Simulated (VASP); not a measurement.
Set up this calculation in VASP 6.6.1, as the native input.

```yaml
Task: single point
Functional: LDA
Potentials_or_basis: VASP PAW LDA potentials, release 64 (Al, O)
Cutoff: 520 eV
k_mesh: 12 × 12 × 4
Occupations: gaussian, width 0.05 eV
Spin: no spin polarisation
Dipole_correction: no
Further_INCAR_settings: ALGO = Normal; EDIFF = 1e-07; NBANDS = 20
```

The structure of Al2O3 lies in POSCAR:

```
Al2O3
1.0
    2.8967832423      0.0000000000      0.0000000000
   -1.4483916211      2.5086878770      0.0000000000
    0.0000000000      0.0000000000      7.8776214423
Al O
2 3
Direct
    0.0000000000      0.0000000000      0.2779510000
    0.0000000000      0.0000000000      0.7220490000
    0.3333333333      0.6666666667      0.1994540000
    0.6666666667      0.3333333333      0.8005460000
    0.0000000000      0.0000000000      0.5000000000
```

This cell differs from its parent crystal: strain -0.040 along x and y, +0.040 along z.

These files were run (other wordings do the same):

INCAR

```
SYSTEM = Al2O3
ALGO     = Normal         ! electronic algorithm
EDIFF    = 1E-7           ! SCF threshold, eV
ENCUT    = 520            ! plane-wave cutoff, eV
ISIF     = 2              ! what is computed and relaxed
ISMEAR   = 0              ! smearing method
LASPH    = .True.         ! aspherical terms in the spheres
LCHARG   = .False.        ! write CHGCAR
LREAL    = .False.        ! projectors in reciprocal space
LWAVE    = .False.        ! write WAVECAR
NBANDS   = 20             ! bands
NELM     = 60             ! most SCF steps
PREC     = Accurate       ! precision mode
SIGMA    = 0.05           ! smearing width, eV
```

KPOINTS

```
k-points
0
Gamma
  12 12 4
  0 0 0
```

Potentials or basis: VASP PAW LDA potentials, release 64 (Al, O).

Run with:

```console
$ cat potpaw_LDA.64/Al/POTCAR potpaw_LDA.64/O/POTCAR > POTCAR
$ mpirun -np 1 vasp_std > vasp.out
```

Results of the run:

```yaml
Pressure: -1.3 GPa
Largest_force: 2.374 eV/Å
Band_gap_on_the_k_mesh: 1.60 eV
```

Caveat: the cell differs from its parent crystal (strain -0.040 along x and y, +0.040 along z); forces of over 1 eV/Å act on the atoms, so gaps and moduli don't describe the material at rest.

Wall time 97 s on 1 thread of Intel Xeon 8259CL (shared host), peak memory 0.19 GiB.
